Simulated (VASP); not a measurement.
Here is a VASP 6.6.1 calculation.

File POSCAR:

```
TaN
1.0
    2.9361543272      0.0000000000      0.0000000000
   -1.4680771636      2.5427842368      0.0000000000
    0.0000000000      0.0000000000     24.2115463819
Ta N
3 3
Direct
    0.3333333333      0.6666666667      0.3510721647
    0.3333333333      0.6666666667      0.4702144329
    0.3333333333      0.6666666667      0.5929237944
    0.0000000000      0.0000000000      0.4106432988
    0.0000000000      0.0000000000      0.5276978475
    0.0000000000      0.0000000000      0.6355997982
```

The input INCAR.step1:

```
  ALGO = Normal
  DIPOL = 0.5 0.5 0.498
  EDIFF = 1E-4
  ENCUT = 520
  GGA = PE
  IDIPOL = 3
  ISMEAR = 0
  LASPH = T
  LCHARG = F
  LDIPOL = T
  LREAL = F
  LWAVE = T
  NBANDS = 33
  NELM = 100
  PREC = Accurate
  SIGMA = 0.1
```

File INCAR.step2:

```
  ALGO = Normal
  DIPOL = 0.5 0.5 0.498
  EDIFF = 1E-6
  ENCUT = 520
  IDIPOL = 3
  ISIF = 2
  ISMEAR = 0
  ISTART = 1
  LASPH = T
  LCHARG = F
  LDIPOL = T
  LMIXTAU = T
  LREAL = F
  LWAVE = F
  METAGGA = R2SCAN
  NBANDS = 33
  NELM = 100
  PREC = Accurate
  SIGMA = 0.1
```

The input KPOINTS:

```
k-points
0
Gamma
  12 12 1
```

Potentials or basis: VASP PAW PBE potentials, release 64 (Ta_pv, N).

Launch:

```console
$ cat potpaw_PBE.64/Ta_pv/POTCAR potpaw_PBE.64/N/POTCAR > POTCAR
$ cp INCAR.step1 INCAR
$ mpirun -np 1 vasp_std > vasp.out
$ cp INCAR.step2 INCAR
$ mpirun -np 1 vasp_std > vasp.out
```

Problem. Estimate the band gap on the k mesh.

Solution. Zero (bands 24 and 25 overlap by 1.18 eV).

Problem. Estimate the largest force.

Solution. 0.307 eV/Å.

Forces in eV/Å, atoms in the order of the input:
```
Ta   0.000  0.000 -0.156
Ta   0.000  0.000 -0.248
Ta   0.000  0.000 -0.064
N    0.000  0.000  0.307
N    0.000  0.000 -0.013
N    0.000  0.000  0.174
```

Caveat: the PAW data sets were made with another functional, which shifts forces and pressure a little; spin-orbit coupling is left out, which moves the levels of the heavy elements.
